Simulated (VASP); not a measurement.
Runs of VASP 6.6.1 on HgTe. The structure is that of space group Fm-3m (No. 225), or close to it. The cells are those of the table. 

| task | level | cell | k mesh | cutoff (eV) | gap on the mesh (eV) | pressure (GPa) |
| --- | --- | --- | --- | --- | --- | --- |
| relaxation of cell and atoms | r2SCAN | relaxed from a = 4.341 Å, angles 60.0°, 2 atoms | 6 × 6 × 6 | 600 | none | 0.0 |
| single point | PBE | a = 4.304 Å, angles 60.0°, 2 atoms | 8 × 8 × 8 | 520 | none | 1.4 |
| single point | r2SCAN | a = 4.304 Å, angles 60.0°, 2 atoms | 6 × 6 × 6 | 520 | none | (a) |
| single point | r2SCAN | a = 4.304 Å, angles 60.0°, 2 atoms | 8 × 8 × 8 | 520 | none | 0.4 |

Alike in all rows: potentials or basis VASP PAW PBE potentials, release 64 (Hg, Te); no spin polarisation; smearing fermi-dirac 0.02 eV.

Q: Estimate the missing entries.

A: (a) 0.1.

Caveats: spin-orbit coupling is left out, which moves the levels of the heavy elements; the PAW data sets were made with another functional, which shifts forces and pressure a little (some runs).

A k mesh can miss the band edges, and the runs leave out spin-orbit coupling on Hg, Te.

A gap of «none» marks levels without a gap at the run's occupations.
